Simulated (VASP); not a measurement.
Crystal: Hf.

```
Hf
1.0
     0.00000    2.22000    2.22000
     2.22000    0.00000    2.22000
     2.22000    2.22000    0.00000
Hf
1
Direct
  0.00000 0.00000 0.00000
```

```yaml
Program: VASP 6.6.1
Task: relaxation of cell and atoms
Functional: RPBE
Dispersion: D3(BJ)
Potentials_or_basis: VASP PAW PBE potentials, release 64 (Hf_pv)
Cutoff: 600 eV
k_mesh: 10 × 10 × 10
Occupations: fermi-dirac, width 0.05 eV
Spin: no spin polarisation
```

At the start: pressure -22.7 GPa; volume 21.88 Å³/atom.

Q: How do energy, volume and symmetry change on relaxing?

A: Over 7 steps the energy falls by 322.2 meV/atom and the volume is 17.91 Å³/atom (-18.2 %); space group Fm-3m (No. 225, to 0.05 Å).

Step by step:
```csv
step,energy change (eV),largest force (eV/Å),pressure (GPa),volume (Å³)
1,0.0000,0.0000,-22.69,21.88
2,0.4099,0.0000,63.40,13.46
3,-0.3205,0.0000,-2.17,18.17
4,-0.3222,0.0000,-0.27,17.94
5,-0.3221,0.0000,0.31,17.87
6,-0.3221,0.0000,-0.27,17.95
7,-0.3222,0.0000,0.02,17.91
```

Final structure:
```cif
data_structure
_symmetry_space_group_name_H-M 'P 1'
_symmetry_Int_Tables_number 1
_cell_length_a 2.9367
_cell_length_b 2.9367
_cell_length_c 2.9367
_cell_angle_alpha 60.000
_cell_angle_beta 60.000
_cell_angle_gamma 60.000
_cell_volume 17.91
loop_
_atom_site_label
_atom_site_type_symbol
_atom_site_fract_x
_atom_site_fract_y
_atom_site_fract_z
_atom_site_occupancy
Hf1 Hf 0.00000 0.00000 0.00000 1
```

Caveat: the volume moved by over 15 % at a fixed basis, so the end points are rough; the PAW data sets were made with another functional, which shifts forces and pressure a little; the volume moved by -18 % from the deposited cell, more than functionals usually miss; pairwise dispersion overbinds metals, which lowers pressure and volume.
